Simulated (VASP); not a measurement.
HfBiS, 6 atoms in the cell. Symmetry: P4/nmm, No. 129, tetragonal system. The conventional cell has a = 4.026 Å, b = 4.026 Å, c = 7.323 Å, α = 90.00°, β = 90.00°, γ = 90.00°. Hf (site symmetry -4m2) has 4 Bi at 2.62 Å and 4 Hf at 2.85 Å and 4 S at 3.29 Å within 3.5 Å. Within 4.1 Å of S (site symmetry 4mm) lie 5 Bi at 2.99 to 3.05 Å and 4 Hf at 3.29 Å and 8 S at 3.55 to 4.03 Å. Within 3.5 Å of Bi (site symmetry 4mm) lie 4 Hf at 2.62 Å and 5 S at 2.99 to 3.05 Å. 

- Program: VASP 6.6.1
- Task: single point
- Functional: r2SCAN
- Potentials or basis: VASP PAW PBE potentials, release 64 (Hf_pv, S, Bi_d)
- Cutoff: 520 eV
- k mesh: 8 × 8 × 5
- Occupations: fermi-dirac, width 0.1 eV
- Spin: no spin polarisation
- Dipole correction: no
- Further INCAR settings: ALGO = Normal; EDIFF = 1e-06; NBANDS = 40

Potentials or basis: VASP PAW PBE potentials, release 64 (Hf_pv, S, Bi_d).

The run is started by

```console
$ cat potpaw_PBE.64/Hf_pv/POTCAR potpaw_PBE.64/S/POTCAR potpaw_PBE.64/Bi_d/POTCAR > POTCAR
$ cp INCAR.step1 INCAR
$ mpirun -np 1 vasp_std > vasp.out
$ cp INCAR.step2 INCAR
$ mpirun -np 1 vasp_std > vasp.out
```

Hardware: 1 thread of Oxide Virtual Turin-like Processor, with other jobs on the host.

Q: Estimate the wall time of this run.

A: Run time: 15 min on 1 thread of Oxide Virtual Turin-like Processor, with other jobs on the host, peak memory 0.32 GiB. Counts: k points 45.
